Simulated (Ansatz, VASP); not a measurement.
# One calculation of HfO2, two programs

The input INCAR:

```
SYSTEM = HfO2
  ALGO = Normal
  EDIFF = 1E-7
  EDIFFG = -0.004
  ENCUT = 600
  GGA = PS
  IBRION = 2
  ISIF = 3
  ISMEAR = 0
  LASPH = .TRUE.
  LCHARG = .FALSE.
  LREAL = .FALSE.
  LWAVE = .FALSE.
  NELM = 100
  NSW = 100
  PREC = Accurate
  SIGMA = 0.01
```

File KPOINTS:

```
k-points
0
G
  4 4 4
  0 0 0
```

Contents of POSCAR:

```
HfO2
1.0
    5.0897536228      0.0354122775      0.0354122775
    0.0354122775      5.0897536228      0.0354122775
    0.0354122775      0.0354122775      5.0897536228
Hf O
4 8
Direct
    0.9946953456      0.9946953456      0.9946953456
    0.0143418354      0.4853087096      0.4807818921
    0.4807818921      0.0143418354      0.4853087096
    0.4853087096      0.4807818921      0.0143418354
    0.2341402503      0.2341402503      0.2341402503
    0.2405633573      0.3218096938      0.9015137577
    0.3218096938      0.9015137577      0.2405633573
    0.3190058666      0.6764638976      0.6793615744
    0.9015137577      0.2405633573      0.3218096938
    0.6793615744      0.3190058666      0.6764638976
    0.6764638976      0.6793615744      0.3190058666
    0.6457551028      0.6457551028      0.6457551028
```

Input for Ansatz:

```yaml
crystal:
  lattice:
    - [5.0897536228, 0.0354122775, 0.0354122775]
    - [0.0354122775, 5.0897536228, 0.0354122775]
    - [0.0354122775, 0.0354122775, 5.0897536228]
  atoms:
    - { symbol: Hf, position: [0.9946953456, 0.9946953456, 0.9946953456] }
    - { symbol: Hf, position: [0.0143418354, 0.4853087096, 0.4807818921] }
    - { symbol: Hf, position: [0.4807818921, 0.0143418354, 0.4853087096] }
    - { symbol: Hf, position: [0.4853087096, 0.4807818921, 0.0143418354] }
    - { symbol: O, position: [0.2341402503, 0.2341402503, 0.2341402503] }
    - { symbol: O, position: [0.2405633573, 0.3218096938, 0.9015137577] }
    - { symbol: O, position: [0.3218096938, 0.9015137577, 0.2405633573] }
    - { symbol: O, position: [0.3190058666, 0.6764638976, 0.6793615744] }
    - { symbol: O, position: [0.9015137577, 0.2405633573, 0.3218096938] }
    - { symbol: O, position: [0.6793615744, 0.3190058666, 0.6764638976] }
    - { symbol: O, position: [0.6764638976, 0.6793615744, 0.3190058666] }
    - { symbol: O, position: [0.6457551028, 0.6457551028, 0.6457551028] }
scf:
  occupations: { method: fixed }
output:
  forces: true
  stress: true
  eigenvalues: true
  polarization: {}
  write_density: true
  write_potential: true
  elf: true
  volumetric_format: npy
hamiltonian:
  xc: pbesol
basis:
  ecutwfc: 560
kpoints:
  mp_grid: { grid: [4, 4, 4] }
relax:
  f_tol: 0.004
  max_steps: 120
  cell: { stress_tol: 0.05 }
```

Alike in both runs: task relaxation of cell and atoms; functional PBEsol; k mesh 4 × 4 × 4; no spin polarisation.

|  | VASP | Ansatz |
| --- | --- | --- |
| version | VASP 6.6.1 | Ansatz 0.2.0 |
| potentials or method | VASP PAW PBE potentials, release 64 (Hf_pv, O), cutoff 600 eV | scalar-relativistic, plane waves, PAW |
| occupations | gaussian, width 0.01 eV | fixed |
| valence electrons in the cell | 88 | 152 |

VASP gave:

```
gap on the k mesh at the Fermi level, each at its own relaxed structure (eV) : 4.36
relaxed volume (Å³/atom)                                                     : 10.68
relaxed length of the cell vector where the two differ most in proportion (Å)              : 5.042
```

Task: Which values does Ansatz return?

Result: gap on the k mesh at the Fermi level, each at its own relaxed structure (eV): 4.33; relaxed volume (Å³/atom): 10.85; relaxed length of the cell vector where the two differ most in proportion (Å): 5.068.

VASP's potentials were made for PBE, not for PBEsol. VASP's potentials hold 88 valence electrons a cell and Ansatz's 152, so a difference there can come from the potentials and not from the codes. Ansatz's warnings: metallic iterate.

Neither program's run includes spin-orbit coupling.
